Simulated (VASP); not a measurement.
A run of VASP 6.6.1:

INCAR

```
PREC     = Accurate       # precision mode
ENCUT    = 600            # plane-wave cutoff, eV
EDIFF    = 1E-6           # SCF threshold, eV
ISMEAR   = 1              # smearing method
SIGMA    = 0.1            # smearing width, eV
LREAL    = F              # projectors in reciprocal space
LASPH    = T              # aspherical terms in the spheres
NELM     = 60             # most SCF steps
ALGO     = Normal         # electronic algorithm
ISIF     = 3              # what is computed and relaxed
LWAVE    = F              # write WAVECAR
LCHARG   = F              # write CHGCAR
GGA      = CA             # functional
IBRION   = 2              # ionic algorithm
NSW      = 80             # ionic steps
EDIFFG   = -0.02          # ionic threshold
```

Contents of KPOINTS:

```
Automatic mesh
0
Gamma
  8 8 8
```

POSCAR

```
Re
1.0
    0.0000000000      2.6750000000      2.6750000000
    2.6750000000      0.0000000000      2.6750000000
    2.6750000000      2.6750000000      0.0000000000
Re
2
Direct
    0.0000000000      0.0000000000      0.0000000000
    0.2500000000      0.2500000000      0.2500000000
```

Potentials or basis: VASP PAW LDA potentials, release 64 (Re).

The run is started by

```sh
$ cat potpaw_LDA.64/Re/POTCAR > POTCAR
$ mpirun -np 1 vasp_std > vasp.out
```

Hardware: 1 thread of Intel(R) Xeon(R) Platinum 8259CL CPU @ 2.50GHz (Skylake/Cascade Lake), with other jobs on the host.

Question: How long does it take, and how much memory?

Answer: Wall time 54 s on 1 thread of Intel(R) Xeon(R) Platinum 8259CL CPU @ 2.50GHz (Skylake/Cascade Lake), on a shared host, peak memory 0.16 GiB. Counts: scf iterations 41, k points 29, ion steps 5.
